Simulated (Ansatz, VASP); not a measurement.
# FeRu in VASP and in Ansatz

```xyz
2
Lattice="2.8084 0.0000 0.0000 -1.4042 2.4321 0.0000 0.0000 0.0000 4.3253" Properties=species:S:1:pos:R:3 pbc="T T T"
Fe    0.0000    0.0000    2.1626
Ru    1.4042    0.8107    0.0000
```

Change from the starting cell: volume scaled by 1.2, PAW files.

Alike in both runs: task single point; functional LDA; k mesh 12 × 12 × 7; occupations fermi-dirac, width 0.05 eV; collinear spin.

|  | VASP | Ansatz |
| --- | --- | --- |
| version | VASP 6.6.1 | Ansatz 0.2.0 |
| potentials or method | VASP PAW LDA potentials, release 64 (Fe, Ru_pv) | PAW with Ansatz's default frozen-core files, scalar-relativistic |
| plane-wave cutoff (eV) | 520 | 420 |
| valence electrons in the cell | 22 | 32 |

```tsv
	VASP	Ansatz	Ansatz less VASP
pressure (GPa)	-39.7	-38.8	+0.91
traceless stress, the component that is largest in VASP (GPa)	1.39	1.77	+0.376
net moment per atom (μB)	0.92	0.99	+0.069
size of the moment on the site where the two differ most (μB)	2.06	2.24	+0.171
```

LDA's correlation is that of Perdew and Zunger in VASP and of Perdew and Wang (1992) in Ansatz. Site moments also hang on the region over which each program counts them. Both programs put the cell under strong tension, so it lies far from rest at this level. VASP's potentials hold 22 valence electrons a cell and Ansatz's 32, so a difference there can come from the potentials and not from the codes. Ansatz's warnings: seeded moment not kept.

Noted on VASP's run: the cell as given lies far from equilibrium.
